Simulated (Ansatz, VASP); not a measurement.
## One calculation of MgO, two programs

File POSCAR:

```
MgO
1.0
    0.0000000000      2.0592549464      2.0592549464
    2.0592549464      0.0000000000      2.0592549464
    2.0592549464      2.0592549464      0.0000000000
Mg O
1 1
Direct
    0.0000000000      0.0000000000      0.0000000000
    0.5000000000      0.5000000000      0.5000000000
```

The input INCAR.step1:

```
SYSTEM = MgO
PREC = Accurate ; ENCUT = 660
ISMEAR = 0 ; SIGMA = 0.02
LREAL = .False. ; LASPH = .True.
NELM = 120 ; NBANDS = 15
GGA = PE ; ALGO = Normal
EDIFF = 1E-5 ; LWAVE = .True.
LCHARG = .False. ; GGA_COMPAT = .False.
```

Contents of INCAR.step2:

```
SYSTEM = MgO
PREC = Accurate ; ENCUT = 660
EDIFF = 1E-6 ; ISMEAR = 0
SIGMA = 0.02 ; LREAL = .False.
LASPH = .True. ; NELM = 120
ALGO = Normal ; ISIF = 2
LWAVE = .False. ; LCHARG = .False.
METAGGA = R2SCAN ; LMIXTAU = .True.
NBANDS = 15 ; ISTART = 1
GGA_COMPAT = .False.
```

KPOINTS

```
regular mesh
0
Gamma
  10 10 10
  0 0 0
```

Input for Ansatz:

```yaml
crystal:
  lattice:
    - [0.0, 2.0592549464, 2.0592549464]
    - [2.0592549464, 0.0, 2.0592549464]
    - [2.0592549464, 2.0592549464, 0.0]
  atoms:
    - { symbol: Mg, position: [0.0, 0.0, 0.0] }
    - { symbol: O, position: [0.5, 0.5, 0.5] }
basis:
  ecutwfc: 500
kpoints:
  mp_grid: { grid: [10, 10, 10] }
hamiltonian:
  xc: r2scan
scf:
  occupations: { method: gaussian, width: 0.02 }
output:
  forces: true
  stress: true
  eigenvalues: true
```

Alike in both runs: task single point; functional r2SCAN; k mesh 10 × 10 × 10; occupations gaussian, width 0.02 eV; no spin polarisation.

|  | VASP | Ansatz |
| --- | --- | --- |
| version | VASP 6.6.1 | Ansatz 0.2.0 |
| potentials or method | VASP PAW PBE potentials, release 64 (Mg_sv, O), cutoff 660 eV | scalar-relativistic, plane waves, PAW |
| valence electrons in the cell | 16 | 16 |

Ansatz gave:

- gap on the k mesh at the Fermi level (eV): 6.34
- least direct gap on the mesh (eV): 6.34
- pressure (GPa): 11.7

**Question.** Estimate VASP's values.

**Answer.** gap on the k mesh at the Fermi level (eV): 6.37; least direct gap on the mesh (eV): 6.37; pressure (GPa): 11.7.

VASP's potentials were made for PBE, not for r2SCAN. The functional is the same, so the differences come from potentials, cutoffs and numerics.
